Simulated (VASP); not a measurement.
# Ti in VASP: a series of runs, part 2 of 2

VASP 6.6.1.

### Step 4. Single point, PBE (strained)

Input file INCAR:

```
  PREC = Accurate
  ENCUT = 520
  EDIFF = 1E-7
  ISMEAR = 0
  SIGMA = 0.1
  LREAL = False
  LASPH = True
  NELM = 60
  ALGO = Normal
  ISIF = 2
  LWAVE = False
  LCHARG = False
  GGA = PE
  NBANDS = 12
```

Input file KPOINTS:

```
regular mesh
0
Gamma
  18 18 18
```

Input file POSCAR:

```
Ti
1.0
    0.0000000000      1.9587876000      1.9587876000
    1.9587876000      0.0000000000      1.9587876000
    1.9587876000      1.9587876000      0.0000000000
Ti
1
Direct
    0.0000000000      0.0000000000      0.0000000000
```

Potentials or basis: VASP PAW PBE potentials, release 64 (Ti_sv).

The run is started by

```bash
cat potpaw_PBE.64/Ti_sv/POTCAR > POTCAR
mpirun -np 1 vasp_std > vasp.out
```

OUTCAR:

```text
PREC = Accurate
   ENCUT = 520
   EDIFF = 1E-7
   ISMEAR = 0
   LREAL = False
   LASPH = True
   NELM = 60
   ISIF = 2
   GGA = PE

 ion  position               nearest neighbor table
   1  0.000  0.000  0.000-

  LATTYP: Found a face centered cubic cell.
 ALAT       =     3.9175752000

  Lattice vectors:

 A1 = (   0.0000000000,   1.9587876000,   1.9587876000)
 A2 = (   1.9587876000,   0.0000000000,   1.9587876000)
 A3 = (   1.9587876000,   1.9587876000,   0.0000000000)

Analysis of symmetry for initial positions (statically):
[... 531 lines left out ...]
      6       9.8651      0.89560
      7      11.0766      0.00000
      8      11.1930      0.00000
      9      12.5321      0.00000
     10      13.1286      0.00000
     11      24.6872      0.00000
     12      26.9417      0.00000

 [... further k-points ...]
[... 5 lines left out ...]
  --------------------------------------------------------------------------------------
  -------------------------------------------------------------------------------------
  Total        1.8138490      1.8138490      1.8138490      0.0000000      0.0000000      0.0000000
  in kB      193.3390950    193.3390950    193.3390950      0.0000000      0.0000000      0.0000000
  external PRESSURE =     193.3390950 kB  Pullay stress =       0.0000000 kB

 VOLUME and BASIS-vectors are now :
 -----------------------------------------------------------------------------
  energy-cutoff  :      520.00
  volume of cell :       15.03
      direct lattice vectors                 reciprocal lattice vectors
     0.000000000  1.958787600  1.958787600    -0.255259937  0.255259937  0.255259937
     1.958787600  0.000000000  1.958787600     0.255259937 -0.255259937  0.255259937
     1.958787600  1.958787600  0.000000000     0.255259937  0.255259937 -0.255259937

 POSITION                                       TOTAL-FORCE (eV/Angst)
 -----------------------------------------------------------------------------------
      0.00000      0.00000      0.00000         0.000000      0.000000      0.000000
 -----------------------------------------------------------------------------------
    total drift:                               -0.000000     -0.000000     -0.000000

  FREE ENERGIE OF THE ION-ELECTRON SYSTEM (eV)
  ---------------------------------------------------
  free  energy   TOTEN  =        -7.6553994324 eV

  energy  without entropy=       -7.6483347432  energy(sigma->0) =       -7.65186709
```

It took 22 s on 1 thread of AMD EPYC 9R45 (Zen 5), shared host; peak memory 0.13 GiB.

Results:

```yaml
Free_energy: -7.6554 eV
Pressure: 19.3 GPa
Band_gap_on_the_k_mesh: zero (bands 6 and 7 overlap by 1.51 eV)
```

Caveat: the cell differs from its parent crystal (strained); the cell stands under pressure.

### Step 5. Single point, PBE (strained)

Input file INCAR:

```
ALGO = Fast ; EDIFF = 1E-7
ENCUT = 520 ; GGA = PE
ISIF = 2 ; ISMEAR = 0
LASPH = True ; LCHARG = False
LREAL = False ; LWAVE = False
NBANDS = 12 ; NELM = 100
PREC = Accurate ; SIGMA = 0.1
```

Input file KPOINTS:

```
k-points
0
Gamma
  18 18 18
```

Input file POSCAR:

```
Ti
1.0
    0.0000000000      1.9761441000      1.9761441000
    1.9761441000      0.0000000000      1.9761441000
    1.9761441000      1.9761441000      0.0000000000
Ti
1
Direct
    0.0000000000      0.0000000000      0.0000000000
```

Potentials or basis: VASP PAW PBE potentials, release 64 (Ti_sv).

The run is started by

```bash
cat potpaw_PBE.64/Ti_sv/POTCAR > POTCAR
mpirun -np 1 vasp_std > vasp.out
```

OUTCAR:

```text
EDIFF = 1E-7
   ENCUT = 520
   GGA = PE
   ISIF = 2
   ISMEAR = 0
   LASPH = True
   LREAL = False
   NELM = 100
   PREC = Accurate

 ion  position               nearest neighbor table
   1  0.000  0.000  0.000-

  LATTYP: Found a face centered cubic cell.
 ALAT       =     3.9522882000

  Lattice vectors:

 A1 = (   0.0000000000,   1.9761441000,   1.9761441000)
 A2 = (   1.9761441000,   0.0000000000,   1.9761441000)
 A3 = (   1.9761441000,   1.9761441000,   0.0000000000)

Analysis of symmetry for initial positions (statically):
=====================================================================
 Subroutine PRICEL returns:
 Original cell was already a primitive cell.

 Routine SETGRP: Setting up the symmetry group for a
 face centered cubic supercell.

 Subroutine GETGRP returns: Found 48 space group operations
 (whereof 48 operations were pure point group operations)
 out of a pool of 48 trial point group operations.

The static configuration has the point symmetry O_h .

Analysis of symmetry for dynamics (positions and initial velocities):
=====================================================================
 Subroutine PRICEL returns:
 Original cell was already a primitive cell.

 Routine SETGRP: Setting up the symmetry group for a
 face centered cubic supercell.

 Subroutine GETGRP returns: Found 48 space group operations
 (whereof 48 operations were pure point group operations)
 out of a pool of 48 trial point group operations.

The dynamic configuration has the point symmetry O_h .

 Subroutine INISYM returns: Found 48 space group operations
 (whereof 48 operations are pure point group operations),
 and found     1 'primitive' translations

----------------------------------------------------------------------------------------

                                     Primitive cell

  volume of cell :      15.4343

  direct lattice vectors                    reciprocal lattice vectors
     0.000000000  1.976144100  1.976144100    -0.253017986  0.253017986  0.253017986
     1.976144100  0.000000000  1.976144100     0.253017986 -0.253017986  0.253017986
     1.976144100  1.976144100  0.000000000     0.253017986  0.253017986 -0.253017986

  length of vectors
     2.794689787  2.794689787  2.794689787     0.438240007  0.438240007  0.438240007

  position of ions in fractional coordinates (direct lattice)
     0.000000000  0.000000000  0.000000000

  ion indices of the primitive-cell ions
   primitive index   ion index
                 1           1

----------------------------------------------------------------------------------------

 KPOINTS: k-points

Automatic generation of k-mesh.
 Grid dimensions read from file:
 generate k-points for:   18   18   18

 Generating k-lattice:

  Cartesian coordinates                     Fractional coordinates (reciprocal lattice)
    -0.014056555  0.014056555  0.014056555     0.055555556  0.000000000  0.000000000
     0.014056555 -0.014056555  0.014056555     0.000000000  0.055555556  0.000000000
     0.014056555  0.014056555 -0.014056555     0.000000000  0.000000000  0.055555556

  Length of vectors
     0.024346667  0.024346667  0.024346667

  Shift w.r.t. Gamma in fractional coordinates (k-lattice)
     0.000000000  0.000000000  0.000000000

 Subroutine IBZKPT returns following result:
 ===========================================

 Found    195 irreducible k-points:

 Following reciprocal coordinates:
            Coordinates               Weight
  0.000000  0.000000  0.000000      1.000000
  0.055556  0.000000  0.000000      8.000000
  0.111111  0.000000  0.000000      8.000000
  0.166667  0.000000  0.000000      8.000000
  0.222222  0.000000  0.000000      8.000000
  0.277778  0.000000  0.000000      8.000000
[... 16 lines left out ...]
 -0.277778  0.055556  0.000000     24.000000
 -0.222222  0.055556  0.000000     24.000000
 [... further k-points ...]
   k-points           NKPTS =    195   k-points in BZ     NKDIM =    195   number of bands    NBANDS=     12
   number of dos      NEDOS =    301   number of ions     NIONS =      1
   total plane-waves  NPLWV =  13824
   dimension x,y,z NGX =    24 NGY =   24 NGZ =   24
   dimension x,y,z NGXF=    48 NGYF=   48 NGZF=   48
   ions per type =               1
   NGX,Y,Z   is equivalent  to a cutoff of  14.28, 14.28, 14.28 a.u.
   NGXF,Y,Z  is equivalent  to a cutoff of  28.55, 28.55, 28.55 a.u.
 SYSTEM =  unknown system
   PREC   = accura    normal or accurate (medium, high low for compatibility)
   ISTART =      0    job   : 0-new  1-cont  2-samecut
   ICHARG =      2    charge: 1-file 2-atom 10-const
   ISPIN  =      1    spin polarized calculation?
   LNONCOLLINEAR =      F non collinear calculations
   LSORBIT =      F    spin-orbit coupling
   LASPH  =      T    aspherical Exc in radial PAW
   ENCUT  =  520.0 eV  38.22 Ry    6.18 a.u.   5.20  5.20  5.20*2*pi/ulx,y,z
   NELM   =    100;   NELMIN=  2; NELMDL= -5     # of ELM steps
   EDIFF  = 0.1E-06   stopping-criterion for ELM
   LREAL  =      F    real-space projection
   EDIFFG = 0.1E-05   stopping-criterion for IOM
   NSW    =      0    number of steps for IOM
   IBRION =     -1    ionic relax: 0-MD 1-quasi-New 2-CG
   NFREE  =      0    steps in history (QN), initial steepest desc. (CG)
   ISIF   =      2    stress and relaxation
   ISYM   =      2    0-nonsym 1-usesym 2-fastsym
   POTIM  = 0.5000    time-step for ionic-motion
   TEBEG  =    0.0;   TEEND  =   0.0 temperature during run
   PSTRESS=    0.0 pullay stress
   NELECT =      12.0000    total number of electrons
   NUPDOWN=      -1.0000    fix difference up-down
   EMIN   =  10.00;   EMAX   =-10.00  energy-range for DOS
   EFERMI =   0.00;   METHOD = LEGACY
   ISMEAR =     0;   SIGMA  =   0.10  broadening in eV -4-tet -1-fermi 0-gaus
   EFERMI_NEDOS =   21; number of points for ismear=-14 and -15
   IALGO  =     68    algorithm
   IMIX   =      4    mixing-type and parameters
     AMIX     =   0.40;   BMIX     =  1.00
     AMIX_MAG =   1.60;   BMIX_MAG =  1.00
  volume/ion in A,a.u.               =      15.43       104.16
  Fermi-wavevector in a.u.,A,eV,Ry     =   1.505359  2.844715 30.832224  2.266105
  Thomas-Fermi vector in A             =   2.616218
   LORBIT       =      0    0 simple, 1 ext, 2 COOP (PROOUT), +10 PAW based schemes
   GGA     = PE    functional components
   LHFCALC =     F    Hartree Fock is set to
   AEXX    =    0.0000 exact exchange contribution
   IVDW    =     0    specifies the selected vdW correction
   LEPSILON=     F    determine dielectric tensor
   LRPA    =     F    only Hartree local field effects (RPA)
 non-spin polarized calculation
 RMM-DIIS sequential band-by-band and
 Gauss-broadening in eV      SIGMA  =   0.10
  energy-cutoff  :      520.00
  volume of cell :       15.43
 maximum number of plane-waves:       444
 NGX is ok and might be reduce to    24
   NGX = 11   NGY = 11   NGZ = 11

 number of electron      11.9999999 magnetization

 Free energy of the ion-electron system (eV)
  ---------------------------------------------------
  ext. energy  EPLUGINS =         0.00000000
  ---------------------------------------------------
  free energy    TOTEN  =        -7.69878898 eV

  energy without entropy =       -7.69125278  energy(sigma->0) =       -7.69502088

 E-fermi :   9.5422     XC(G=0): -12.0650

 val. band max:        9.5393636791   @ k =   0.2778   0.0000   0.0000
 cond. band min:       9.5432269871   @ k =   0.2222   0.1111   0.0000
 fundamental gap:      0.0038633080
 Fermi energy:         9.5422307304

 k-point     1 :       0.0000    0.0000    0.0000
  band No.  band energies     occupation
      1     -46.9836      2.00000
      2     -22.6775      2.00000
      3     -22.6775      2.00000
      4     -22.6775      2.00000
      5       3.1792      2.00000
      6      10.4791      0.00000
      7      10.4791      0.00000
      8      10.4791      0.00000
      9      12.3936      0.00000
     10      12.3936      0.00000
     11      25.4423      0.00000
     12      30.5106      0.00000
[... 331 lines left out ...]
 k-point    24 :      -0.2222    0.0556    0.0000
  band No.  band energies     occupation
      1     -46.8881      2.00000
      2     -23.1514      2.00000
      3     -22.7671      2.00000
      4     -22.7250      2.00000
      5       5.0998      2.00000
      6       9.5630      0.76852
      7      10.7442      0.00000
      8      10.8576      0.00000
      9      12.1508      0.00000
     10      12.7240      0.00000
     11      24.0723      0.00000
     12      26.4093      0.00000

 [... further k-points ...]
[... 5 lines left out ...]
  --------------------------------------------------------------------------------------
  -------------------------------------------------------------------------------------
  Total        1.4592320      1.4592320      1.4592320     -0.0000000     -0.0000000      0.0000000
  in kB      151.4778349    151.4778349    151.4778349     -0.0000000     -0.0000000      0.0000000
  external PRESSURE =     151.4778349 kB  Pullay stress =       0.0000000 kB

 VOLUME and BASIS-vectors are now :
 -----------------------------------------------------------------------------
  energy-cutoff  :      520.00
  volume of cell :       15.43
      direct lattice vectors                 reciprocal lattice vectors
     0.000000000  1.976144100  1.976144100    -0.253017986  0.253017986  0.253017986
     1.976144100  0.000000000  1.976144100     0.253017986 -0.253017986  0.253017986
     1.976144100  1.976144100  0.000000000     0.253017986  0.253017986 -0.253017986

 POSITION                                       TOTAL-FORCE (eV/Angst)
 -----------------------------------------------------------------------------------
      0.00000      0.00000      0.00000        -0.000000     -0.000000      0.000000
 -----------------------------------------------------------------------------------
    total drift:                                0.000000     -0.000000      0.000000

  FREE ENERGIE OF THE ION-ELECTRON SYSTEM (eV)
  ---------------------------------------------------
  free  energy   TOTEN  =        -7.6987889788 eV

  energy  without entropy=       -7.6912527753  energy(sigma->0) =       -7.69502088
```

OSZICAR:

```text
N       E                     dE             d eps       ncg     rms          rms(c)
DAV:   1     0.869967438779E+02    0.86997E+02   -0.65604E+03  4704   0.123E+03
DAV:   2    -0.425918967590E+01   -0.91256E+02   -0.88764E+02  4748   0.299E+02
DAV:   3    -0.841989942618E+01   -0.41607E+01   -0.41149E+01  6448   0.649E+01
DAV:   4    -0.851102331331E+01   -0.91124E-01   -0.91029E-01  5260   0.841E+00
[... 21 lines left out ...]
RMM:  26    -0.769879060723E+01   -0.50727E-06   -0.14647E-06  5485   0.107E-02    0.352E-02
RMM:  27    -0.769878985329E+01    0.75394E-06   -0.13362E-06  4922   0.103E-02    0.268E-02
RMM:  28    -0.769878923144E+01    0.62185E-06   -0.19352E-06  5144   0.132E-02    0.162E-02
RMM:  29    -0.769878901548E+01    0.21596E-06   -0.12604E-06  5110   0.107E-02    0.783E-03
RMM:  30    -0.769878897884E+01    0.36645E-07   -0.42327E-07  4512   0.632E-03
   1 F= -.76987890E+01 E0= -.76950209E+01  d E =-.753620E-02
```

stdout:

```text
POSCAR found type information on POSCAR Ti
 POSCAR found :  1 types and       1 ions
 scaLAPACK will be used
 LDA part: xc-table for (Slater+PW92), standard interpolation
 POSCAR, INCAR and KPOINTS ok, starting setup
 FFT: planning ... GRIDC
 FFT: planning ... GRID_SOFT
 FFT: planning ... GRID
 WAVECAR not read
 entering main loop
WARNING in EDDRMM: call to ZHEGV failed, returncode =   6  3      8
WARNING in EDDRMM: call to ZHEGV failed, returncode =   8  4      9
WARNING in EDDRMM: call to ZHEGV failed, returncode =   8  4     11
WARNING in EDDRMM: call to ZHEGV failed, returncode =   6  3      7
WARNING in EDDRMM: call to ZHEGV failed, returncode =   6  3      6
WARNING in EDDRMM: call to ZHEGV failed, returncode =   8  4      6
WARNING in EDDRMM: call to ZHEGV failed, returncode =   6  3      6
WARNING in EDDRMM: call to ZHEGV failed, returncode =   8  4      5
WARNING in EDDRMM: call to ZHEGV failed, returncode =   6  3      5
WARNING in EDDRMM: call to ZHEGV failed, returncode =   6  3      5
WARNING in EDDRMM: call to ZHEGV failed, returncode =   6  3     12
WARNING in EDDRMM: call to ZHEGV failed, returncode =   6  3     11
WARNING in EDDRMM: call to ZHEGV failed, returncode =   8  4      5
WARNING in EDDRMM: call to ZHEGV failed, returncode =   8  4     12
WARNING in EDDRMM: call to ZHEGV failed, returncode =   6  3      7
WARNING in EDDRMM: call to ZHEGV failed, returncode =   8  4     12
WARNING in EDDRMM: call to ZHEGV failed, returncode =   6  3     12
WARNING in EDDRMM: call to ZHEGV failed, returncode =   6  3      8
```

Wall time 61 s (1 thread of AMD EPYC 9R45 (Zen 5), shared host); peak memory 0.13 GiB.

Results:

```
Free energy            : -7.6988 eV
Pressure               : 15.1 GPa
Band gap on the k mesh : zero (bands 6 and 7 overlap by 1.46 eV)
```

Caveat: the cell differs from its parent crystal (strained); the cell stands under pressure.

### Step 6. Summary

```csv
level,cell,k mesh,gap on the mesh (eV),pressure (GPa)
r2SCAN,"a = 2.859 Å, angles 60.0°, 1 atom",18 × 18 × 18,none,6.4
PBE,"a = 2.846, b = 2.868 Å, angles 59.8, 60.5, 59.8°, 1 atom",16 × 16 × 16,none,6.4
PBE,"a = 2.770 Å, angles 60.0°, 1 atom",18 × 18 × 18,none,19.3
PBE,"a = 2.795 Å, angles 60.0°, 1 atom",18 × 18 × 18,none,15.1
```

Alike in all rows: task single point; potentials or basis VASP PAW PBE potentials, release 64 (Ti_sv); no spin polarisation; cutoff (eV) 520; smearing gaussian 0.1 eV.

Caveats: the cell stands under pressure; the PAW data sets were made with another functional, which shifts forces and pressure a little (at least some runs).

Absolute energies hang on the potentials; compare differences alone.
